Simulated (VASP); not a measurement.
# Pb (I4_1/amd) in VASP: single point with PBE

Aim: the single point of Pb with PBE.

Everything below comes from runs of VASP 6.6.1. Logs are shortened: lines on timing, memory, paths and dates and some standing lists are left out, and cuts for length are marked.

## Step 1: The cell of the first run

It takes space group I4_1/amd (No. 141, tetragonal). Conventional cell: a = 5.470 Å, b = 5.470 Å, c = 3.253 Å, α = 90.00°, β = 90.00°, γ = 90.00°. Pb (site symmetry -4m2) has 10 Pb at 2.85 to 3.67 Å within 3.8 Å.

## Step 2: Single point, PBE (Ge replaced by Pb, lengths x 1.130, strained)

File INCAR:

```
PREC = Accurate
ENCUT = 520
EDIFF = 1E-7
ISMEAR = 0
SIGMA = 0.1
LREAL = F
LASPH = T
NELM = 100
ALGO = Normal
ISIF = 2
LWAVE = F
LCHARG = T
GGA = PE
LELF = T
LVHAR = T
NBANDS = 21
```

File KPOINTS:

```
Automatic mesh
0
Gamma
  16 16 16
```

File POSCAR:

```
Pb
1.0
   -2.7349429886      2.7349429886      1.6266222738
    2.7349429886     -2.7349429886      1.6266222738
    2.7349429886      2.7349429886     -1.6266222738
Pb
2
Direct
    0.2500000000      0.7500000000      0.5000000000
    0.5000000000      0.5000000000      0.0000000000
```

Potentials or basis: VASP PAW PBE potentials, release 64 (Pb_d).

On the command line:

```
cat potpaw_PBE.64/Pb_d/POTCAR > POTCAR
mpirun -np 1 vasp_std > vasp.out
```

OUTCAR:

```text
PREC = Accurate
   ENCUT = 520
   EDIFF = 1E-7
   ISMEAR = 0
   LREAL = F
   LASPH = T
   NELM = 100
   ISIF = 2
   GGA = PE

 ion  position               nearest neighbor table
   1  0.250  0.750  0.500-   2 2.85   2 2.85   2 2.85   2 2.85   2 3.67   2 3.67   2 3.67   2 3.67

   2  0.500  0.500  0.000-   1 2.85   1 2.85   1 2.85   1 2.85   1 3.67   1 3.67   1 3.67   1 3.67

  LATTYP: Found a body centered tetragonal cell.
 ALAT       =     5.4698859772
 C/A-ratio  =     0.5947554595

  Lattice vectors:

 A1 = (  -2.7349429886,   2.7349429886,   1.6266222738)
 A2 = (   2.7349429886,  -2.7349429886,   1.6266222738)
 A3 = (   2.7349429886,   2.7349429886,  -1.6266222738)

Analysis of symmetry for initial positions (statically):
=====================================================================
 Subroutine PRICEL returns:
 Original cell was already a primitive cell.

 Routine SETGRP: Setting up the symmetry group for a
 body centered tetragonal supercell.

 Subroutine GETGRP returns: Found 16 space group operations
 (whereof  8 operations were pure point group operations)
 out of a pool of 16 trial point group operations.

The static configuration has the point symmetry D_2d.
 The point group associated with its full space group is D_4h.

Analysis of symmetry for dynamics (positions and initial velocities):
=====================================================================
 Subroutine PRICEL returns:
 Original cell was already a primitive cell.

 Routine SETGRP: Setting up the symmetry group for a
 body centered tetragonal supercell.

 Subroutine GETGRP returns: Found 16 space group operations
 (whereof  8 operations were pure point group operations)
 out of a pool of 16 trial point group operations.

The dynamic configuration has the point symmetry D_2d.
 The point group associated with its full space group is D_4h.

 Subroutine INISYM returns: Found 16 space group operations
 (whereof  8 operations are pure point group operations),
 and found     1 'primitive' translations

----------------------------------------------------------------------------------------

                                     Primitive cell

  volume of cell :      48.6680

  direct lattice vectors                    reciprocal lattice vectors
    -2.734942989  2.734942989  1.626622274     0.000000000  0.182819167  0.307385438
     2.734942989 -2.734942989  1.626622274     0.182819167  0.000000000  0.307385438
     2.734942989  2.734942989 -1.626622274     0.182819167  0.182819167  0.000000000

  length of vectors
     4.195917817  4.195917817  4.195917817     0.357643196  0.357643196  0.258545346

  position of ions in fractional coordinates (direct lattice)
     0.250000000  0.750000000  0.500000000
     0.500000000  0.500000000  0.000000000

  ion indices of the primitive-cell ions
   primitive index   ion index
                 1           1
                 2           2

----------------------------------------------------------------------------------------

 KPOINTS: Automatic mesh

Automatic generation of k-mesh.
 Grid dimensions read from file:
 generate k-points for:   16   16   16

 Generating k-lattice:

  Cartesian coordinates                     Fractional coordinates (reciprocal lattice)
     0.000000000  0.011426198  0.019211590     0.062500000  0.000000000  0.000000000
     0.011426198  0.000000000  0.019211590     0.000000000  0.062500000  0.000000000
     0.011426198  0.011426198  0.000000000     0.000000000  0.000000000  0.062500000

  Length of vectors
     0.022352700  0.022352700  0.016159084

  Shift w.r.t. Gamma in fractional coordinates (k-lattice)
     0.000000000  0.000000000  0.000000000

 Subroutine IBZKPT returns following result:
 ===========================================

 Found    349 irreducible k-points:

 Following reciprocal coordinates:
            Coordinates               Weight
  0.000000  0.000000  0.000000      1.000000
  0.062500  0.000000  0.000000      8.000000
  0.125000  0.000000  0.000000      8.000000
  0.187500 -0.000000  0.000000      8.000000
  0.250000  0.000000  0.000000      8.000000
  0.312500  0.000000  0.000000      8.000000
[... 16 lines left out ...]
 -0.125000  0.062500  0.000000     16.000000
 -0.062500  0.062500  0.000000      4.000000
 [... further k-points ...]
   k-points           NKPTS =    349   k-points in BZ     NKDIM =    349   number of bands    NBANDS=     21
   number of dos      NEDOS =    301   number of ions     NIONS =      2
   total plane-waves  NPLWV =  32768
   dimension x,y,z NGX =    32 NGY =   32 NGZ =   32
   dimension x,y,z NGXF=    64 NGYF=   64 NGZF=   64
   ions per type =               2
   NGX,Y,Z   is equivalent  to a cutoff of  12.68, 12.68, 12.68 a.u.
   NGXF,Y,Z  is equivalent  to a cutoff of  25.36, 25.36, 25.36 a.u.
 SYSTEM =  unknown system
   PREC   = accura    normal or accurate (medium, high low for compatibility)
   ISTART =      0    job   : 0-new  1-cont  2-samecut
   ICHARG =      2    charge: 1-file 2-atom 10-const
   ISPIN  =      1    spin polarized calculation?
   LNONCOLLINEAR =      F non collinear calculations
   LSORBIT =      F    spin-orbit coupling
   LASPH  =      T    aspherical Exc in radial PAW
   ENCUT  =  520.0 eV  38.22 Ry    6.18 a.u.   7.80  7.80  7.80*2*pi/ulx,y,z
   NELM   =    100;   NELMIN=  2; NELMDL= -5     # of ELM steps
   EDIFF  = 0.1E-06   stopping-criterion for ELM
   LREAL  =      F    real-space projection
   EDIFFG = 0.1E-05   stopping-criterion for IOM
   NSW    =      0    number of steps for IOM
   IBRION =     -1    ionic relax: 0-MD 1-quasi-New 2-CG
   NFREE  =      0    steps in history (QN), initial steepest desc. (CG)
   ISIF   =      2    stress and relaxation
   ISYM   =      2    0-nonsym 1-usesym 2-fastsym
   POTIM  = 0.5000    time-step for ionic-motion
   TEBEG  =    0.0;   TEEND  =   0.0 temperature during run
   PSTRESS=    0.0 pullay stress
   NELECT =      28.0000    total number of electrons
   NUPDOWN=      -1.0000    fix difference up-down
   EMIN   =  10.00;   EMAX   =-10.00  energy-range for DOS
   EFERMI =   0.00;   METHOD = LEGACY
   ISMEAR =     0;   SIGMA  =   0.10  broadening in eV -4-tet -1-fermi 0-gaus
   EFERMI_NEDOS =   21; number of points for ismear=-14 and -15
   IALGO  =     38    algorithm
   IMIX   =      4    mixing-type and parameters
     AMIX     =   0.40;   BMIX     =  1.00
     AMIX_MAG =   1.60;   BMIX_MAG =  1.00
  volume/ion in A,a.u.               =      24.33       164.21
  Fermi-wavevector in a.u.,A,eV,Ry     =   1.361590  2.573032 25.224221  1.853928
  Thomas-Fermi vector in A             =   2.488153
   LORBIT       =      0    0 simple, 1 ext, 2 COOP (PROOUT), +10 PAW based schemes
   GGA     = PE    functional components
   LHFCALC =     F    Hartree Fock is set to
   AEXX    =    0.0000 exact exchange contribution
   IVDW    =     0    specifies the selected vdW correction
   LEPSILON=     F    determine dielectric tensor
   LRPA    =     F    only Hartree local field effects (RPA)
 non-spin polarized calculation
 Gauss-broadening in eV      SIGMA  =   0.10
  energy-cutoff  :      520.00
  volume of cell :       48.67
 maximum number of plane-waves:      1330
   NGX = 15   NGY = 15   NGZ = 15

 number of electron      28.0000005 magnetization

 Free energy of the ion-electron system (eV)
  ---------------------------------------------------
  ext. energy  EPLUGINS =         0.00000000
  ---------------------------------------------------
  free energy    TOTEN  =        -5.67440619 eV

  energy without entropy =       -5.66979431  energy(sigma->0) =       -5.67210025

 E-fermi :  10.0147     XC(G=0): -11.2252

 val. band max:       10.0085972112   @ k =  -0.0625  -0.2500   0.0625
 cond. band min:      10.0147409644   @ k =  -0.2500  -0.3750   0.0625
 fundamental gap:      0.0061437533
 Fermi energy:        10.0147061832

 k-point     1 :       0.0000    0.0000    0.0000
  band No.  band energies     occupation
      1      -8.1382      2.00000
      2      -7.8384      2.00000
      3      -7.5906      2.00000
      4      -7.4854      2.00000
      5      -7.2164      2.00000
      6      -7.2164      2.00000
[... 13 lines left out ...]
     20      20.4845      0.00000
     21      20.4877      0.00000

 k-point     2 :       0.0625    0.0000    0.0000
  band No.  band energies     occupation
      1      -8.1315      2.00000
      2      -7.8278      2.00000
      3      -7.5827      2.00000
      4      -7.4714      2.00000
      5      -7.2311      2.00000
      6      -7.2252      2.00000
[... 13 lines left out ...]
     20      19.5236      0.00000
     21      19.5411      0.00000

 k-point     3 :       0.1250    0.0000    0.0000
  band No.  band energies     occupation
      1      -8.1121      2.00000
      2      -7.7975      2.00000
      3      -7.5646      2.00000
      4      -7.4414      2.00000
      5      -7.2659      2.00000
      6      -7.2248      2.00000
[... 13 lines left out ...]
     20      18.8274      0.00000
     21      19.3142      0.00000

 k-point     4 :       0.1875   -0.0000    0.0000
  band No.  band energies     occupation
      1      -8.0823      2.00000
      2      -7.7521      2.00000
      3      -7.5524      2.00000
      4      -7.4231      2.00000
      5      -7.3085      2.00000
      6      -7.1824      2.00000
[... 13 lines left out ...]
     20      18.2827      0.00000
     21      19.6553      0.00000

 k-point     5 :       0.2500    0.0000    0.0000
  band No.  band energies     occupation
      1      -8.0461      2.00000
      2      -7.7000      2.00000
      3      -7.5553      2.00000
      4      -7.4380      2.00000
      5      -7.3478      2.00000
      6      -7.2022      2.00000
[... 13 lines left out ...]
     20      17.8716      0.00000
     21      20.2832      0.00000
[... 382 lines left out ...]
     20      18.4982      0.00000
     21      19.5109      0.00000

 k-point    22 :      -0.1875    0.0625   -0.0000
  band No.  band energies     occupation
      1      -8.0890      2.00000
      2      -7.7689      2.00000
      3      -7.5874      2.00000
      4      -7.4818      2.00000
      5      -7.2642      2.00000
      6      -7.1966      2.00000
[... 13 lines left out ...]
     20      19.0250      0.00000
     21      19.2343      0.00000

 k-point    23 :      -0.1250    0.0625    0.0000
  band No.  band energies     occupation
      1      -8.1150      2.00000
      2      -7.8074      2.00000
      3      -7.5978      2.00000
      4      -7.4984      2.00000
      5      -7.2376      2.00000
      6      -7.1992      2.00000
[... 13 lines left out ...]
     20      19.5804      0.00000
     21      19.7392      0.00000

 k-point    24 :      -0.0625    0.0625    0.0000
  band No.  band energies     occupation
      1      -8.1298      2.00000
      2      -7.8279      2.00000
      3      -7.5983      2.00000
      4      -7.4990      2.00000
      5      -7.2229      2.00000
      6      -7.2024      2.00000
[... 13 lines left out ...]
     20      20.3704      0.00000
     21      20.4701      0.00000

 [... further k-points ...]

------------------------ aborting loop because EDIFF is reached ----------------------------------------

  FORCE on cell =-STRESS in cart. coord.  units (eV):
  Direction    XX          YY          ZZ          XY          YZ          ZX
  --------------------------------------------------------------------------------------
  -------------------------------------------------------------------------------------
  Total        9.3328589      9.3328589      5.0885795      0.0000000     -0.0000000      0.0000000
  in kB      307.2430164    307.2430164    167.5189264      0.0000000     -0.0000000      0.0000000
  external PRESSURE =     260.6683197 kB  Pullay stress =       0.0000000 kB

 VOLUME and BASIS-vectors are now :
 -----------------------------------------------------------------------------
  energy-cutoff  :      520.00
  volume of cell :       48.67
      direct lattice vectors                 reciprocal lattice vectors
    -2.734942989  2.734942989  1.626622274     0.000000000  0.182819167  0.307385438
     2.734942989 -2.734942989  1.626622274     0.182819167  0.000000000  0.307385438
     2.734942989  2.734942989 -1.626622274     0.182819167  0.182819167  0.000000000

 POSITION                                       TOTAL-FORCE (eV/Angst)
 -----------------------------------------------------------------------------------
      2.73494      0.00000      0.81331         0.000000      0.000000      0.000000
      0.00000      0.00000      1.62662        -0.000000     -0.000000     -0.000000
 -----------------------------------------------------------------------------------
    total drift:                               -0.000000     -0.000000     -0.000000

  FREE ENERGIE OF THE ION-ELECTRON SYSTEM (eV)
  ---------------------------------------------------
  free  energy   TOTEN  =        -5.6744061886 eV

  energy  without entropy=       -5.6697943130  energy(sigma->0) =       -5.67210025
```

It took 5.6 min on 1 thread of Intel Xeon Platinum 8375C at 2.90GHz (Ice Lake), shared host; peak memory 0.39 GiB.

What came out:

```yaml
Free_energy: -5.6744 eV
Pressure: 26.1 GPa
Band_gap_on_the_k_mesh: zero (band 14 reaches 12.52 eV, above the bottom of band 15 at 6.70 eV)
```

Caveat: the cell differs from its parent crystal (Ge replaced by Pb, lengths x 1.130, strained); spin-orbit coupling is left out, which moves the levels of the heavy elements.
